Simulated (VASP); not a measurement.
Mo, 1 atom in the cell. Symmetry: I4/mmm, No. 139, tetragonal system. The conventional cell has a = 3.044 Å, b = 3.044 Å, c = 3.348 Å, α = 90.00°, β = 90.00°, γ = 90.00°. Mo (site symmetry 4/mmm) has 14 Mo at 2.73 to 3.35 Å within 3.6 Å.  This cell differs from its parent crystal: ratio of the length along z to the lengths across it x 1.1, volume and fractional coordinates fixed.

| Property | Result |
| --- | --- |
| Program | VASP 6.6.1 |
| Task | single point |
| Functional | PBEsol |
| Potentials or basis | VASP PAW PBE potentials, release 64 (Mo_sv) |
| Cutoff | 520 eV |
| k mesh | 24 × 24 × 24 |
| Occupations | gaussian, width 0.15 eV |
| Spin | no spin polarisation |
| Dipole correction | no |
| Further INCAR settings | ALGO = Fast; EDIFF = 1e-06; NBANDS = 13 |

Potentials or basis: VASP PAW PBE potentials, release 64 (Mo_sv).

Run with:

```sh
$ cat potpaw_PBE.64/Mo_sv/POTCAR > POTCAR
$ mpirun -np 1 vasp_std > vasp.out
```

Hardware: 1 thread of Intel(R) Xeon(R) Platinum 8259CL CPU @ 2.50GHz (Skylake/Cascade Lake), on a shared host.

Task: Estimate the wall time of this run.

Result: It took 2.2 min on 1 thread of Intel(R) Xeon(R) Platinum 8259CL CPU @ 2.50GHz (Skylake/Cascade Lake), with other jobs on the host, peak memory 0.3 GiB. Counts: scf iterations 12, k points 1063.
